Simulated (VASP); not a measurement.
Runs of VASP 6.6.1 on YbB2. The structure is that of space group P6/mmm (No. 191), or close to it. The cells are those of the table. 

```csv
task,cell,cutoff (eV),gap on the mesh (eV),pressure (GPa)
single point,"a = 3.218, b = 3.218, c = 3.826 Å, angles 90.0, 90.0, 120.0°, 3 atoms",520,none,2.7
relaxation of cell and atoms,"relaxed to -2 GPa from a = 3.250, b = 3.250, c = 3.732 Å, angles 90.0, 90.0, 120.0°, 3 atoms",600,none,-2.2
single point,"a = 3.199, b = 3.199, c = 3.798 Å, angles 90.0, 90.0, 120.0°, 3 atoms",520,none,(a)
relaxation of cell and atoms,"relaxed to 5 GPa from a = 3.250, b = 3.250, c = 3.732 Å, angles 90.0, 90.0, 120.0°, 3 atoms",600,none,4.9
single point,"a = 3.170, b = 3.170, c = 3.758 Å, angles 90.0, 90.0, 120.0°, 3 atoms",520,none,63.9
```

Alike in all rows: level PBE; potentials or basis VASP PAW PBE potentials, release 64 (Yb, B); no spin polarisation; k mesh 10 × 10 × 7; smearing fermi-dirac 0.1 eV.

Question: Fill in the values left out.

Answer: (a) 5.0.

Caveats: spin-orbit coupling is left out, which moves the levels of the heavy elements; the cell is relaxed towards a set pressure, so the run minimises the enthalpy, not the energy (at least some runs); the cell stands under pressure (at least some runs).

A k mesh can miss the band edges, and the runs leave out spin-orbit coupling on Yb.

A gap of «none» marks levels without a gap at the run's occupations.
